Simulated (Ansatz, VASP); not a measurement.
**CdS: VASP beside Ansatz**

```
CELL_PARAMETERS angstrom
4.19676 0.00000 0.00000
-2.09838 3.63450 0.00000
0.00000 0.00000 6.82748
ATOMIC_POSITIONS crystal
Cd 0.33333 0.66667 0.99920
Cd 0.66667 0.33333 0.49920
S 0.33333 0.66667 0.37580
S 0.66667 0.33333 0.87580
```

Alike in both runs: functional PBE; k mesh 6 × 6 × 4; occupations fermi-dirac, width 0.05 eV; no spin polarisation.

Ansatz relaxed the structure, and its values are those at the end. VASP's run is a single point on that final structure, the one shown.

|  | VASP | Ansatz |
| --- | --- | --- |
| version | VASP 6.6.1 | Ansatz 0.2.0 |
| potentials or method | VASP PAW PBE potentials, release 64 (Cd, S), cutoff 520 eV | plane waves, PAW |
| valence electrons in the cell | 36 | 52 |

```csv
,VASP,Ansatz,Ansatz less VASP
pressure (GPa),0.3,0.0,-0.29
```

VASP's potentials hold 36 valence electrons a cell and Ansatz's 52, so a difference there can come from the potentials and not from the codes.
